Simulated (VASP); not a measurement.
Mo3Ru, 4 atoms in the cell. The structure is hexagonal, space group P-6m2 (No. 187). Conventional cell: a = 3.237 Å, b = 3.237 Å, c = 7.421 Å, α = 90.00°, β = 90.00°, γ = 120.00°. Within 3.5 Å of Mo (site symmetry 3m) lie 3 Ru at 2.63 Å and 9 Mo at 2.63 to 3.24 Å. Within 3.5 Å of Mo (site symmetry -6m2) lie 12 Mo at 2.63 to 3.24 Å. Ru (site symmetry -6m2) has 6 Mo at 2.63 Å and 6 Ru at 3.24 Å within 3.5 Å. 

| Property | Result |
| --- | --- |
| Program | VASP 6.6.1 |
| Task | relaxation of cell and atoms |
| Functional | PBE |
| Potentials or basis | VASP PAW PBE potentials, release 64 (Mo_sv, Ru_pv) |
| Cutoff | 600 eV |
| k mesh | 6 × 6 × 4 |
| Occupations | gaussian, width 0.1 eV |
| Spin | no spin polarisation |
| Dipole correction | no |
| Further INCAR settings | ALGO = Fast; EDIFF = 1e-07; IBRION = 2; EDIFFG = -0.04; NSW = 90; ISIF = 3 |

Potentials or basis: VASP PAW PBE potentials, release 64 (Mo_sv, Ru_pv).

Run with:

```sh
$ cat potpaw_PBE.64/Mo_sv/POTCAR potpaw_PBE.64/Ru_pv/POTCAR > POTCAR
$ mpirun -np 1 vasp_std > vasp.out
```

Hardware: 1 thread of Intel(R) Xeon(R) 6975P-C (Granite Rapids) (shared host).

How long does it take, and how much memory?

Wall time 13 min on 1 thread of Intel(R) Xeon(R) 6975P-C (Granite Rapids) (shared host), peak memory 0.24 GiB. Counts: scf iterations 335, k points 21, ion steps 21.
